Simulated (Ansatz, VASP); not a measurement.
## One calculation of MoS, two programs

The input INCAR:

```
SYSTEM = MoS
  ALGO = Normal
  EDIFF = 1E-7
  ENCUT = 520
  GGA = PE
  ISIF = 2
  ISMEAR = -1
  LASPH = .True.
  LCHARG = .False.
  LREAL = .False.
  LWAVE = .False.
  NBANDS = 28
  NELM = 100
  PREC = Accurate
  SIGMA = 0.05
```

KPOINTS

```
k-points
0
Gamma
  10 10 1
  0 0 0
```

The input POSCAR:

```
MoS
1.0
    3.1841260822      0.0000000000      0.0000000000
   -1.5920630411      2.7575340760      0.0000000000
    0.0000000000      0.0000000000     32.3345999500
Mo S
2 2
Direct
    0.0000000000      0.0000000000      0.2319496766
    0.0000000000      0.0000000000      0.7680503234
    0.3333333300      0.6666666600      0.2799269210
    0.3333333300      0.6666666600      0.7200730790
```

input.yaml

```yaml
crystal:
  lattice:
    - [3.1841260822, 0.0, 0.0]
    - [-1.5920630411, 2.757534076, 0.0]
    - [0.0, 0.0, 32.33459995]
  atoms:
    - { symbol: Mo, position: [0.0, 0.0, 0.2319496766] }
    - { symbol: S, position: [0.33333333, 0.66666666, 0.279926921] }
    - { symbol: S, position: [0.33333333, 0.66666666, 0.720073079] }
    - { symbol: Mo, position: [0.0, 0.0, 0.7680503234] }
kpoints:
  mp_grid: { grid: [10, 10, 1] }
scf:
  occupations: { method: fermi_dirac, width: 0.05 }
hamiltonian:
  xc: pbe
  pseudopotentials: { kind: all_electron, lapw: { basis_error: 0.001 } }
output:
  forces: true
  stress: true
  eigenvalues: true
  populations: true
```

Alike in both runs: task single point; functional PBE; k mesh 10 × 10 × 1; occupations fermi-dirac, width 0.05 eV; no spin polarisation.

|  | VASP | Ansatz |
| --- | --- | --- |
| version | VASP 6.6.1 | Ansatz 0.2.0 |
| potentials or method | VASP PAW PBE potentials, release 64 (Mo_sv, S), cutoff 520 eV | all-electron LAPW, scalar-relativistic |

|  | VASP | Ansatz | Ansatz less VASP |
| --- | --- | --- | --- |
| gap on the k mesh at the Fermi level (eV) | none | none | - |
| rms of the force components (eV/Å) | 0.499 | 0.491 | -0.0078 |

A gap of «none» marks a metal or a gap that the smearing closes. Ansatz ran all-electron here, and VASP with PAW potentials.
